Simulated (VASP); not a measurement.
Here is a VASP 6.6.1 calculation.

File INCAR:

```
SYSTEM = KF
PREC     = Accurate       ! precision mode
ENCUT    = 600            ! plane-wave cutoff, eV
EDIFF    = 1E-6           ! SCF threshold, eV
ISMEAR   = -1             ! smearing method
SIGMA    = 0.02           ! smearing width, eV
LREAL    = .False.        ! projectors in reciprocal space
LASPH    = .True.         ! aspherical terms in the spheres
NELM     = 100            ! most SCF steps
ALGO     = Normal         ! electronic algorithm
ISIF     = 3              ! what is computed and relaxed
LWAVE    = .False.        ! write WAVECAR
LCHARG   = .False.        ! write CHGCAR
GGA      = PS             ! functional
IBRION   = 2              ! ionic algorithm
NSW      = 80             ! ionic steps
EDIFFG   = -0.005         ! ionic threshold
```

Contents of KPOINTS:

```
Automatic mesh
0
Gamma
  12 12 4
  0 0 0
```

File POSCAR:

```
KF
1.0
    3.7398271719      0.0000000000      0.0000000000
   -1.8699135859      3.2387853366      0.0000000000
    0.0000000000      0.0000000000      6.5945025924
K F
2 2
Direct
    0.0000000000      0.0000000000      0.0000000000
    0.0000000000      0.0000000000      0.5000000000
    0.3333333333      0.6666666667      0.2500000000
    0.6666666667      0.3333333333      0.7500000000
```

Potentials or basis: VASP PAW PBE potentials, release 64 (K_sv, F).

Command:

```console
$ cat potpaw_PBE.64/K_sv/POTCAR potpaw_PBE.64/F/POTCAR > POTCAR
$ mpirun -np 1 vasp_std > vasp.out
```

(1) Predict the relaxed cell.

(2) Estimate the relaxed volume.

Results:

(1) a = 3.655 Å, b = 3.655 Å, c = 6.466 Å, α = 90.00°, β = 90.00°, γ = 120.00°.

(2) 18.71 Å³/atom.

Caveat: the PAW data sets were made with another functional, which shifts forces and pressure a little.
